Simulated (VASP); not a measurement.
# Cs (P6_3/mmc) in VASP: notebook

The runs below take Cs through single point, with r2SCAN.

Everything below comes from runs of VASP 6.6.1. Logs are shortened: lines on timing, memory, paths and dates and some standing lists are left out, and cuts for length are marked.

**1. The cell of the first run**

Symmetry: P6_3/mmc, No. 194, hexagonal system. The conventional cell has a = 5.397 Å, b = 5.397 Å, c = 8.815 Å, α = 90.00°, β = 90.00°, γ = 120.00°.

This isn't the form of Cs at room conditions, which is bcc.

**2. Single point, r2SCAN (111.17 Å³/atom)**

Input file POSCAR:

```
Cs
1.0
    5.3967401676      0.0000000000      0.0000000000
   -2.6983700838      4.6737140828      0.0000000000
    0.0000000000      0.0000000000      8.8146756071
Cs
2
Direct
    0.3333333333      0.6666666667      0.7500000000
    0.6666666667      0.3333333333      0.2500000000
```

Input file INCAR.step1:

```
SYSTEM = Cs
ALGO = Normal
EDIFF = 1E-4
ENCUT = 520
GGA = PE
ISMEAR = 0
LASPH = .TRUE.
LCHARG = .FALSE.
LREAL = .FALSE.
LWAVE = .TRUE.
NBANDS = 16
NELM = 80
PREC = Accurate
SIGMA = 0.05
```

Input file INCAR.step2:

```
SYSTEM = Cs
ALGO = Normal
EDIFF = 1E-6
ENCUT = 520
ISIF = 2
ISMEAR = 0
ISTART = 1
LASPH = .TRUE.
LCHARG = .FALSE.
LMIXTAU = .TRUE.
LREAL = .FALSE.
LWAVE = .FALSE.
METAGGA = R2SCAN
NBANDS = 16
NELM = 80
PREC = Accurate
SIGMA = 0.05
```

Input file KPOINTS:

```
k-points
0
G
  10 10 6
  0 0 0
```

Potentials or basis: VASP PAW PBE potentials, release 64 (Cs_sv).

Launch:

```bash
$ cat potpaw_PBE.64/Cs_sv/POTCAR > POTCAR
$ cp INCAR.step1 INCAR
$ mpirun -np 1 vasp_std > vasp.out
$ cp INCAR.step2 INCAR
$ mpirun -np 1 vasp_std > vasp.out
```

OUTCAR:

```text
SYSTEM = Cs
   EDIFF = 1E-6
   ENCUT = 520
   ISIF = 2
   ISMEAR = 0
   ISTART = 1
   LASPH = .TRUE.
   LREAL = .FALSE.
   METAGGA = R2SCAN
   NELM = 80
   PREC = Accurate

 ion  position               nearest neighbor table
   1  0.333  0.667  0.750-
   2  0.667  0.333  0.250-

  LATTYP: Found a hexagonal cell.
 ALAT       =     5.3967401676
 C/A-ratio  =     1.6333333333

  Lattice vectors:

 A1 = (   5.3967401676,   0.0000000000,   0.0000000000)
 A2 = (  -2.6983700838,   4.6737140828,   0.0000000000)
 A3 = (   0.0000000000,   0.0000000000,   8.8146756071)

Analysis of symmetry for initial positions (statically):
=====================================================================
 Subroutine PRICEL returns:
 Original cell was already a primitive cell.

 Routine SETGRP: Setting up the symmetry group for a
 hexagonal supercell.

 Subroutine GETGRP returns: Found 24 space group operations
 (whereof 12 operations were pure point group operations)
 out of a pool of 24 trial point group operations.

The static configuration has the point symmetry D_3d.
 The point group associated with its full space group is D_6h.

Analysis of symmetry for dynamics (positions and initial velocities):
=====================================================================
 Subroutine PRICEL returns:
 Original cell was already a primitive cell.

 Routine SETGRP: Setting up the symmetry group for a
 hexagonal supercell.

 Subroutine GETGRP returns: Found 24 space group operations
 (whereof 12 operations were pure point group operations)
 out of a pool of 24 trial point group operations.

The dynamic configuration has the point symmetry D_3d.
 The point group associated with its full space group is D_6h.

 Subroutine INISYM returns: Found 24 space group operations
 (whereof 12 operations are pure point group operations),
 and found     1 'primitive' translations

----------------------------------------------------------------------------------------

                                     Primitive cell

  volume of cell :     222.3310

  direct lattice vectors                    reciprocal lattice vectors
     5.396740168  0.000000000  0.000000000     0.185297044  0.106981298  0.000000000
    -2.698370084  4.673714083  0.000000000     0.000000000  0.213962596  0.000000000
     0.000000000  0.000000000  8.814675607     0.000000000  0.000000000  0.113447170

  length of vectors
[... 76 lines left out ...]
   ISPIN  =      1    spin polarized calculation?
   LNONCOLLINEAR =      F non collinear calculations
   LSORBIT =      F    spin-orbit coupling
   LASPH  =      T    aspherical Exc in radial PAW
   ENCUT  =  520.0 eV  38.22 Ry    6.18 a.u.  10.03 10.03 16.39*2*pi/ulx,y,z
   NELM   =     80;   NELMIN=  2; NELMDL=  0     # of ELM steps
   EDIFF  = 0.1E-05   stopping-criterion for ELM
   LREAL  =      F    real-space projection
   EDIFFG = 0.1E-04   stopping-criterion for IOM
   NSW    =      0    number of steps for IOM
   IBRION =     -1    ionic relax: 0-MD 1-quasi-New 2-CG
   NFREE  =      0    steps in history (QN), initial steepest desc. (CG)
   ISIF   =      2    stress and relaxation
   ISYM   =      2    0-nonsym 1-usesym 2-fastsym
   POTIM  = 0.5000    time-step for ionic-motion
   TEBEG  =    0.0;   TEEND  =   0.0 temperature during run
   PSTRESS=    0.0 pullay stress
   NELECT =      18.0000    total number of electrons
   NUPDOWN=      -1.0000    fix difference up-down
   EMIN   =  10.00;   EMAX   =-10.00  energy-range for DOS
   EFERMI =   0.00;   METHOD = LEGACY
   ISMEAR =     0;   SIGMA  =   0.05  broadening in eV -4-tet -1-fermi 0-gaus
   EFERMI_NEDOS =   21; number of points for ismear=-14 and -15
   IALGO  =     38    algorithm
   IMIX   =      4    mixing-type and parameters
     AMIX     =   0.40;   BMIX     =  1.00
     AMIX_MAG =   1.60;   BMIX_MAG =  1.00
  volume/ion in A,a.u.               =     111.17       750.18
  Fermi-wavevector in a.u.,A,eV,Ry     =   0.708216  1.338334  6.824271  0.501570
  Thomas-Fermi vector in A             =   1.794472
   LORBIT       =      0    0 simple, 1 ext, 2 COOP (PROOUT), +10 PAW based schemes
   METAGGA = R2SCAN    functional components
   LHFCALC =     F    Hartree Fock is set to
   AEXX    =    0.0000 exact exchange contribution
   IVDW    =     0    specifies the selected vdW correction
   LEPSILON=     F    determine dielectric tensor
   LRPA    =     F    only Hartree local field effects (RPA)
 non-spin polarized calculation
 Gauss-broadening in eV      SIGMA  =   0.05
  energy-cutoff  :      520.00
  volume of cell :      222.33
 maximum number of plane-waves:      6012
   NGX = 21   NGY = 21   NGZ = 33

 number of electron      18.0000002 magnetization

 Free energy of the ion-electron system (eV)
  ---------------------------------------------------
  ext. energy  EPLUGINS =         0.00000000
  ---------------------------------------------------
  free energy    TOTEN  =       -50.01551020 eV

  energy without entropy =      -50.01220142  energy(sigma->0) =      -50.01385581

 E-fermi :   0.6344     XC(G=0):  -5.7226

 val. band max:        0.6308169413   @ k =   0.3000   0.2000   0.3333
 cond. band min:       0.6526245952   @ k =   0.1000   0.1000   0.1667
 fundamental gap:      0.0218076539
 Fermi energy:         0.6343831990

 k-point     1 :       0.0000    0.0000    0.0000
  band No.  band energies     occupation
      1     -24.1394      2.00000
      2     -24.1315      2.00000
      3     -10.6579      2.00000
      4     -10.5228      2.00000
      5     -10.5228      2.00000
      6     -10.5026      2.00000
[... 433 lines left out ...]
      3     -10.6430      2.00000
      4     -10.6206      2.00000
      5     -10.5787      2.00000
      6     -10.5595      2.00000
[... 8 lines left out ...]
     15       3.1303      0.00000
     16       4.3678      0.00000

 [... further k-points ...]
[... 5 lines left out ...]
  --------------------------------------------------------------------------------------
  -------------------------------------------------------------------------------------
  Total        0.3629767      0.3629767      0.3037888      0.0000000     -0.0000000      0.0000000
  in kB        2.6157085      2.6157085      2.1891845      0.0000000     -0.0000000      0.0000000
  external PRESSURE =       2.4735338 kB  Pullay stress =       0.0000000 kB

 VOLUME and BASIS-vectors are now :
 -----------------------------------------------------------------------------
  energy-cutoff  :      520.00
  volume of cell :      222.33
      direct lattice vectors                 reciprocal lattice vectors
     5.396740168  0.000000000  0.000000000     0.185297044  0.106981298  0.000000000
    -2.698370084  4.673714083  0.000000000     0.000000000  0.213962596  0.000000000
     0.000000000  0.000000000  8.814675607     0.000000000  0.000000000  0.113447170

 POSITION                                       TOTAL-FORCE (eV/Angst)
 -----------------------------------------------------------------------------------
     -0.00000      3.11581      6.61101        -0.000000      0.000000     -0.000000
      2.69837      1.55790      2.20367         0.000000     -0.000000      0.000000
 -----------------------------------------------------------------------------------
    total drift:                               -0.000000      0.000000     -0.000000

  FREE ENERGIE OF THE ION-ELECTRON SYSTEM (eV)
  ---------------------------------------------------
  free  energy   TOTEN  =       -50.0155102045 eV

  energy  without entropy=      -50.0122014175  energy(sigma->0) =      -50.01385581
```

Run time: 12 min. Hardware: 1 thread of Intel Xeon Platinum 8488C (Sapphire Rapids), shared host; peak memory 0.46 GiB.

Results:

```yaml
Free_energy: -50.0155 eV
Pressure: 0.2 GPa
Band_gap_on_the_k_mesh: zero (bands 9 and 10 overlap by 1.75 eV)
```

Caveat: the PAW data sets were made with another functional, which shifts forces and pressure a little; spin-orbit coupling is left out, which moves the levels of the heavy elements.

**3. Single point, r2SCAN (124.51 Å³/atom)**

This run uses another cell than the first one, of 124.51 Å³/atom.

Input file POSCAR:

```
Cs
1.0
    5.6045082979      0.0000000000      0.0000000000
   -2.8022541490      4.8536465617      0.0000000000
    0.0000000000      0.0000000000      9.1540302199
Cs
2
Direct
    0.3333333333      0.6666666667      0.7500000000
    0.6666666667      0.3333333333      0.2500000000
```

Input file INCAR.step1:

```
ALGO = Normal
EDIFF = 1E-4
ENCUT = 520
GGA = PE
ISMEAR = 0
LASPH = True
LCHARG = False
LREAL = False
LWAVE = True
NBANDS = 16
NELM = 80
PREC = Accurate
SIGMA = 0.05
```

Input file INCAR.step2:

```
ALGO = Normal
EDIFF = 1E-6
ENCUT = 520
ISIF = 2
ISMEAR = 0
ISTART = 1
LASPH = True
LCHARG = False
LMIXTAU = True
LREAL = False
LWAVE = False
METAGGA = R2SCAN
NBANDS = 16
NELM = 80
PREC = Accurate
SIGMA = 0.05
```

Input file KPOINTS:

```
k-points
0
Gamma
  10 10 6
```

Potentials or basis: VASP PAW PBE potentials, release 64 (Cs_sv).

Launch:

```bash
$ cat potpaw_PBE.64/Cs_sv/POTCAR > POTCAR
$ cp INCAR.step1 INCAR
$ mpirun -np 1 vasp_std > vasp.out
$ cp INCAR.step2 INCAR
$ mpirun -np 1 vasp_std > vasp.out
```

It took 14 min on 1 thread of Intel Xeon Platinum 8488C (Sapphire Rapids), shared host; peak memory 0.48 GiB.

Results (log left out):

```
Free energy            : -50.0352 eV
Pressure               : 0.0 GPa
Band gap on the k mesh : zero (bands 9 and 10 overlap by 1.71 eV)
```

Levels at points of the mesh, in eV from the Fermi level:
```csv
k point,band 6,band 7,band 8,band 9,band 10,band 11,band 12,band 13
"(0.00, 0.00, 0.00)",-11.20,-11.20,-11.20,-1.70,0.08,0.61,2.63,2.63
"(0.50, 0.00, 0.00)",-11.24,-11.23,-11.22,0.05,0.28,0.85,1.06,1.70
"(0.00, 0.00, 0.50)",-11.21,-11.21,-11.21,-1.09,-1.09,1.77,1.77,2.65
"(0.50, 0.00, 0.50)",-11.23,-11.23,-11.23,0.26,0.26,0.83,0.83,1.84
```

Caveat: the PAW data sets were made with another functional, which shifts forces and pressure a little; spin-orbit coupling is left out, which moves the levels of the heavy elements.

(Continued in part 2 of 2.)

The gap in the log of VASP goes by the Fermi energy; the results here count the filled bands.